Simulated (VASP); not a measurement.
# TiO2 (P4_2/mnm) in VASP: further runs, part 3 of 3

VASP 6.6.1.

## 5. Single point, PBEsol

This run uses another cell than the first one, of 10.42 Å³/atom.

File INCAR:

```
PREC     = Accurate       # precision mode
ENCUT    = 520            # plane-wave cutoff, eV
EDIFF    = 1E-6           # SCF threshold, eV
ISMEAR   = 0              # smearing method
SIGMA    = 0.01           # smearing width, eV
LREAL    = False          # projectors in reciprocal space
LASPH    = True           # aspherical terms in the spheres
NELM     = 100            # most SCF steps
ALGO     = Normal         # electronic algorithm
ISIF     = 2              # what is computed and relaxed
LWAVE    = False          # write WAVECAR
LCHARG   = False          # write CHGCAR
GGA      = PS             # functional
NBANDS   = 33             # bands
```

File KPOINTS:

```
regular mesh
0
Gamma
  6 6 8
```

File POSCAR:

```
TiO2
1.0
    4.6085221080      0.0000000000      0.0000000000
    0.0000000000      4.6085221080      0.0000000000
    0.0000000000      0.0000000000      2.9438105212
Ti O
2 4
Direct
    0.0000000000      0.0000000000      0.0000000000
    0.5000000000      0.5000000000      0.5000000000
    0.3047891046      0.3047891046      0.0000000000
    0.1952108954      0.8047891046      0.5000000000
    0.6952108954      0.6952108954      0.0000000000
    0.8047891046      0.1952108954      0.5000000000
```

Potentials or basis: VASP PAW PBE potentials, release 64 (Ti_sv, O).

The run is started by

```console
cat potpaw_PBE.64/Ti_sv/POTCAR potpaw_PBE.64/O/POTCAR > POTCAR
mpirun -np 1 vasp_std > vasp.out
```

OUTCAR:

```text
PREC = Accurate
   ENCUT = 520
   EDIFF = 1E-6
   ISMEAR = 0
   LREAL = False
   LASPH = True
   NELM = 100
   ISIF = 2
   GGA = PS

 ion  position               nearest neighbor table
   1  0.000  0.000  0.000-   4 1.95   6 1.95   4 1.95   6 1.95   5 1.99   3 1.99
   2  0.500  0.500  0.500-   3 1.95   5 1.95   3 1.95   5 1.95   4 1.99   6 1.99
   3  0.305  0.305  0.000-   2 1.95   2 1.95   1 1.99
   4  0.195  0.805  0.500-   1 1.95   1 1.95   2 1.99
   5  0.695  0.695  0.000-   2 1.95   2 1.95   1 1.99
   6  0.805  0.195  0.500-   1 1.95   1 1.95   2 1.99

  LATTYP: Found a simple tetragonal cell.
 ALAT       =     4.6085221080
 C/A-ratio  =     0.6387753931

  Lattice vectors:

 A1 = (   4.6085221080,   0.0000000000,   0.0000000000)
 A2 = (   0.0000000000,   4.6085221080,   0.0000000000)
 A3 = (   0.0000000000,   0.0000000000,   2.9438105212)

Analysis of symmetry for initial positions (statically):
=====================================================================
 Subroutine PRICEL returns:
 Original cell was already a primitive cell.

 Routine SETGRP: Setting up the symmetry group for a
 simple tetragonal supercell.

 Subroutine GETGRP returns: Found 16 space group operations
 (whereof  8 operations were pure point group operations)
 out of a pool of 16 trial point group operations.

The static configuration has the point symmetry D_2h.
 The point group associated with its full space group is D_4h.

Analysis of symmetry for dynamics (positions and initial velocities):
=====================================================================
 Subroutine PRICEL returns:
 Original cell was already a primitive cell.

 Routine SETGRP: Setting up the symmetry group for a
 simple tetragonal supercell.

 Subroutine GETGRP returns: Found 16 space group operations
 (whereof  8 operations were pure point group operations)
 out of a pool of 16 trial point group operations.

The dynamic configuration has the point symmetry D_2h.
 The point group associated with its full space group is D_4h.

 Subroutine INISYM returns: Found 16 space group operations
 (whereof  8 operations are pure point group operations),
 and found     1 'primitive' translations

----------------------------------------------------------------------------------------

                                     Primitive cell

  volume of cell :      62.5220

  direct lattice vectors                    reciprocal lattice vectors
     4.608522108  0.000000000  0.000000000     0.216989303  0.000000000  0.000000000
     0.000000000  4.608522108  0.000000000     0.000000000  0.216989303  0.000000000
     0.000000000  0.000000000  2.943810521     0.000000000  0.000000000  0.339695776

  length of vectors
     4.608522108  4.608522108  2.943810521     0.216989303  0.216989303  0.339695776

  position of ions in fractional coordinates (direct lattice)
     0.000000000  0.000000000  0.000000000
     0.500000000  0.500000000  0.500000000
     0.304789105  0.304789105  0.000000000
     0.195210895  0.804789105  0.500000000
     0.695210895  0.695210895  0.000000000
     0.804789105  0.195210895  0.500000000

  ion indices of the primitive-cell ions
   primitive index   ion index
[... 35 lines left out ...]
  0.000000  0.000000  0.000000      1.000000
  0.166667  0.000000  0.000000      4.000000
  0.333333  0.000000  0.000000      4.000000
  0.500000  0.000000  0.000000      2.000000
  0.166667  0.166667  0.000000      4.000000
  0.333333  0.166667  0.000000      8.000000
[... 16 lines left out ...]
  0.333333  0.000000  0.250000      8.000000
  0.500000  0.000000  0.250000      4.000000
 [... further k-points ...]
   k-points           NKPTS =     50   k-points in BZ     NKDIM =     50   number of bands    NBANDS=     33
   number of dos      NEDOS =    301   number of ions     NIONS =      6
   total plane-waves  NPLWV =  31104
   dimension x,y,z NGX =    36 NGY =   36 NGZ =   24
   dimension x,y,z NGXF=    72 NGYF=   72 NGZF=   48
   ions per type =               2   4
   NGX,Y,Z   is equivalent  to a cutoff of  12.99, 12.99, 13.55 a.u.
   NGXF,Y,Z  is equivalent  to a cutoff of  25.97, 25.97, 27.11 a.u.
 SYSTEM =  unknown system
   PREC   = accura    normal or accurate (medium, high low for compatibility)
   ISTART =      0    job   : 0-new  1-cont  2-samecut
   ICHARG =      2    charge: 1-file 2-atom 10-const
   ISPIN  =      1    spin polarized calculation?
   LNONCOLLINEAR =      F non collinear calculations
   LSORBIT =      F    spin-orbit coupling
   LASPH  =      T    aspherical Exc in radial PAW
   ENCUT  =  520.0 eV  38.22 Ry    6.18 a.u.   8.57  8.57  5.47*2*pi/ulx,y,z
   NELM   =    100;   NELMIN=  2; NELMDL= -5     # of ELM steps
   EDIFF  = 0.1E-05   stopping-criterion for ELM
   LREAL  =      F    real-space projection
   EDIFFG = 0.1E-04   stopping-criterion for IOM
   NSW    =      0    number of steps for IOM
   IBRION =     -1    ionic relax: 0-MD 1-quasi-New 2-CG
   NFREE  =      0    steps in history (QN), initial steepest desc. (CG)
   ISIF   =      2    stress and relaxation
   ISYM   =      2    0-nonsym 1-usesym 2-fastsym
   POTIM  = 0.5000    time-step for ionic-motion
   TEBEG  =    0.0;   TEEND  =   0.0 temperature during run
   PSTRESS=    0.0 pullay stress
   NELECT =      48.0000    total number of electrons
   NUPDOWN=      -1.0000    fix difference up-down
   EMIN   =  10.00;   EMAX   =-10.00  energy-range for DOS
   EFERMI =   0.00;   METHOD = LEGACY
   ISMEAR =     0;   SIGMA  =   0.01  broadening in eV -4-tet -1-fermi 0-gaus
   EFERMI_NEDOS =   21; number of points for ismear=-14 and -15
   IALGO  =     38    algorithm
   IMIX   =      4    mixing-type and parameters
     AMIX     =   0.40;   BMIX     =  1.00
     AMIX_MAG =   1.60;   BMIX_MAG =  1.00
  volume/ion in A,a.u.               =      10.42        70.32
  Fermi-wavevector in a.u.,A,eV,Ry     =   1.499032  2.832759 30.573601  2.247096
  Thomas-Fermi vector in A             =   2.610714
   LORBIT       =      0    0 simple, 1 ext, 2 COOP (PROOUT), +10 PAW based schemes
   GGA     = PS    functional components
   LHFCALC =     F    Hartree Fock is set to
   AEXX    =    0.0000 exact exchange contribution
   IVDW    =     0    specifies the selected vdW correction
   LEPSILON=     F    determine dielectric tensor
   LRPA    =     F    only Hartree local field effects (RPA)
 non-spin polarized calculation
 Gauss-broadening in eV      SIGMA  =   0.01
  energy-cutoff  :      520.00
  volume of cell :       62.52
 maximum number of plane-waves:      1707
 NGX is ok and might be reduce to    36
   NGX = 17   NGY = 17   NGZ = 11

 number of electron      48.0000023 magnetization

 Free energy of the ion-electron system (eV)
  ---------------------------------------------------
  ext. energy  EPLUGINS =         0.00000000
  ---------------------------------------------------
  free energy    TOTEN  =       -56.09764851 eV

  energy without entropy =      -56.09764851  energy(sigma->0) =      -56.09764851

 E-fermi :   4.8320     XC(G=0): -11.6916

 val. band max:        4.6918573535   @ k =   0.0000   0.0000   0.0000
 cond. band min:       6.5298290005   @ k =   0.0000   0.0000   0.0000
 fundamental gap:      1.8379716471
 Fermi energy:         4.8319724329

 k-point     1 :       0.0000    0.0000    0.0000
  band No.  band energies     occupation
      1     -51.9438      2.00000
      2     -51.9264      2.00000
      3     -28.3656      2.00000
      4     -28.3656      2.00000
      5     -28.1972      2.00000
      6     -28.1972      2.00000
[... 853 lines left out ...]
     32       9.8664      0.00000
     33      11.3624      0.00000

 [... further k-points ...]

------------------------ aborting loop because EDIFF is reached ----------------------------------------

  FORCE on cell =-STRESS in cart. coord.  units (eV):
  Direction    XX          YY          ZZ          XY          YZ          ZX
  --------------------------------------------------------------------------------------
  -------------------------------------------------------------------------------------
  Total       -0.5758798     -0.5758798     -0.4545143      0.0000000      0.0000000      0.0000000
  in kB      -14.7573794    -14.7573794    -11.6472912      0.0000000      0.0000000      0.0000000
  external PRESSURE =     -13.7206833 kB  Pullay stress =       0.0000000 kB

 VOLUME and BASIS-vectors are now :
 -----------------------------------------------------------------------------
  energy-cutoff  :      520.00
  volume of cell :       62.52
      direct lattice vectors                 reciprocal lattice vectors
     4.608522108  0.000000000  0.000000000     0.216989303  0.000000000  0.000000000
     0.000000000  4.608522108  0.000000000     0.000000000  0.216989303  0.000000000
     0.000000000  0.000000000  2.943810521     0.000000000  0.000000000  0.339695776

 POSITION                                       TOTAL-FORCE (eV/Angst)
 -----------------------------------------------------------------------------------
      0.00000      0.00000      0.00000         0.000000      0.000000      0.000000
      2.30426      2.30426      1.47191         0.000000      0.000000      0.000000
      1.40463      1.40463      0.00000        -0.018325     -0.018325      0.000000
      0.89963      3.70889      1.47191         0.018325     -0.018325      0.000000
      3.20389      3.20389      0.00000         0.018325      0.018325     -0.000000
      3.70889      0.89963      1.47191        -0.018325      0.018325     -0.000000
 -----------------------------------------------------------------------------------
    total drift:                               -0.000000      0.000000     -0.000000

  FREE ENERGIE OF THE ION-ELECTRON SYSTEM (eV)
  ---------------------------------------------------
  free  energy   TOTEN  =       -56.0976485083 eV

  energy  without entropy=      -56.0976485083  energy(sigma->0) =      -56.09764851
```

Run time: 55 s. Hardware: 1 thread of Intel Xeon Platinum 8488C (Sapphire Rapids), shared host; peak memory 0.22 GiB.

What came out:

| Property | Result |
| --- | --- |
| Free energy | -56.0976 eV |
| Pressure | -1.4 GPa |
| Largest force | 0.026 eV/Å |
| Band gap on the k mesh | 1.84 eV |

Forces in eV/Å, atoms in the order of the input:
```
Ti   0.000  0.000  0.000
Ti   0.000  0.000  0.000
O   -0.018 -0.018  0.000
O    0.018 -0.018  0.000
O    0.018  0.018  0.000
O   -0.018  0.018  0.000
```

Stress tensor (GPa, compression positive):
```
-1.48  0.00  0.00
 0.00 -1.48  0.00
 0.00  0.00 -1.16
```

Levels at points of the mesh, in eV from the valence-band top:
| k point | band 21 | band 22 | band 23 | band 24 | band 25 | band 26 | band 27 | band 28 |
| --- | --- | --- | --- | --- | --- | --- | --- | --- |
| (0.00, 0.00, 0.00) | -0.67 | -0.44 | -0.44 | 0.00 | 1.84 | 2.12 | 2.42 | 2.51 |
| (0.50, 0.00, 0.00) | -1.60 | -1.60 | -0.75 | -0.75 | 2.51 | 2.51 | 3.02 | 3.02 |
| (0.50, 0.50, 0.00) | -1.27 | -1.27 | -1.07 | -1.07 | 1.87 | 1.87 | 2.53 | 2.53 |
| (0.00, 0.00, 0.50) | -2.37 | -2.37 | -1.44 | -1.44 | 2.96 | 2.96 | 3.22 | 3.22 |
| (0.50, 0.00, 0.50) | -2.06 | -2.06 | -1.03 | -1.03 | 1.88 | 1.88 | 3.24 | 3.24 |
| (0.50, 0.50, 0.50) | -1.28 | -1.28 | -0.68 | -0.68 | 2.58 | 2.58 | 3.20 | 3.20 |

Caveat: the PAW data sets were made with another functional, which shifts forces and pressure a little.

## 6. Single point, PBEsol

File INCAR:

```
  PREC = Accurate
  ENCUT = 520
  EDIFF = 1E-6
  ISMEAR = -1
  SIGMA = 0.1
  LREAL = False
  LASPH = True
  NELM = 100
  ALGO = Normal
  ISIF = 2
  LWAVE = False
  LCHARG = False
  GGA = PS
  NBANDS = 33
```

File KPOINTS:

```
regular mesh
0
Gamma
  8 8 12
```

File POSCAR:

```
TiO2
1.0
    4.5912577569      0.0000000000      0.0000000000
    0.0000000000      4.5912577569      0.0000000000
    0.0000000000      0.0000000000      2.9389898555
Ti O
2 4
Direct
    0.0000000000      0.0000000000      0.0000000000
    0.5000000000      0.5000000000      0.5000000000
    0.3044381815      0.3044381815      0.0000000000
    0.1955618185      0.8044381815      0.5000000000
    0.6955618185      0.6955618185      0.0000000000
    0.8044381815      0.1955618185      0.5000000000
```

Potentials or basis: VASP PAW PBE potentials, release 64 (Ti_sv, O).

The run is started by

```console
cat potpaw_PBE.64/Ti_sv/POTCAR potpaw_PBE.64/O/POTCAR > POTCAR
mpirun -np 1 vasp_std > vasp.out
```

Run time: 96 s. Hardware: 1 thread of Intel Xeon Platinum 8488C (Sapphire Rapids), shared host; peak memory 0.29 GiB.

The run converged. Its results:

| Quantity | Value |
| --- | --- |
| Free energy | -56.0984 eV |
| Pressure | 0.6 GPa |
| Largest force | 0.025 eV/Å |
| Band gap on the k mesh | 1.84 eV |

Forces on the atoms (eV/Å):
```
Ti   0.000  0.000  0.000
Ti   0.000  0.000  0.000
O   -0.018 -0.018  0.000
O    0.018 -0.018  0.000
O    0.018  0.018  0.000
O   -0.018  0.018  0.000
```

Stress tensor (GPa, compression positive):
```
0.55 0.00 0.00
0.00 0.55 0.00
0.00 0.00 0.85
```

Levels at points of the mesh, in eV from the valence-band top:
| k point | band 20 | band 21 | band 22 | band 23 | band 24 | band 25 | band 26 | band 27 | band 28 | band 29 |
| --- | --- | --- | --- | --- | --- | --- | --- | --- | --- | --- |
| (0.00, 0.00, 0.00) | -1.97 | -0.68 | -0.46 | -0.46 | 0.00 | 1.84 | 2.12 | 2.42 | 2.52 | 2.52 |
| (0.50, 0.00, 0.00) | -3.10 | -1.63 | -1.63 | -0.76 | -0.76 | 2.53 | 2.53 | 3.05 | 3.05 | 3.61 |
| (0.50, 0.50, 0.00) | -2.25 | -1.29 | -1.29 | -1.08 | -1.08 | 1.88 | 1.88 | 2.54 | 2.54 | 3.89 |
| (0.00, 0.00, 0.50) | -2.81 | -2.43 | -2.43 | -1.45 | -1.45 | 2.99 | 2.99 | 3.24 | 3.24 | 3.70 |
| (0.50, 0.00, 0.50) | -2.41 | -2.08 | -2.08 | -1.06 | -1.06 | 1.88 | 1.88 | 3.26 | 3.26 | 3.95 |
| (0.50, 0.50, 0.50) | -2.78 | -1.31 | -1.31 | -0.68 | -0.68 | 2.60 | 2.60 | 3.22 | 3.22 | 3.28 |

Caveat: the PAW data sets were made with another functional, which shifts forces and pressure a little. A k mesh can miss the band edges.

## 7. The runs side by side

```csv
cell,k mesh,smearing,gap on the mesh (eV),pressure (GPa),largest force (eV/Å)
"a = 4.591, b = 4.591, c = 2.939 Å, 6 atoms",6 × 6 × 8,gaussian 0.01 eV,1.84,0.7,0.02
"a = 4.609, b = 4.609, c = 2.944 Å, 6 atoms",6 × 6 × 8,gaussian 0.01 eV,1.84,-1.4,0.03
"a = 4.591, b = 4.591, c = 2.939 Å, 6 atoms",8 × 8 × 12,fermi-dirac 0.1 eV,1.84,0.6,0.02
```

Alike in all rows: task single point; level PBEsol; potentials or basis VASP PAW PBE potentials, release 64 (Ti_sv, O); no spin polarisation; cutoff (eV) 520.

Caveats: the PAW data sets were made with another functional, which shifts forces and pressure a little.

Total energies depend on the potentials used, so only differences within one code and one set of settings carry meaning.

## 8. How close it comes

Step 2. Against the measured gap of TiO2, 3.03 eV (direct; 1.6 K; quoted in “Shallow Valence Band of Rutile GeO2 and P-type Doping”, 2020, arxiv:2011.08928), the calculated 1.84 eV is off by -1.19 eV. 2 values of this kind are on record in papers (3.03 to 3.05 eV); this one was drawn at random among those near their median. The value is that of PBEsol on a finite k mesh, which can miss the band edges, without temperature or zero-point motion. Semilocal functionals fall short of measured gaps as a rule.
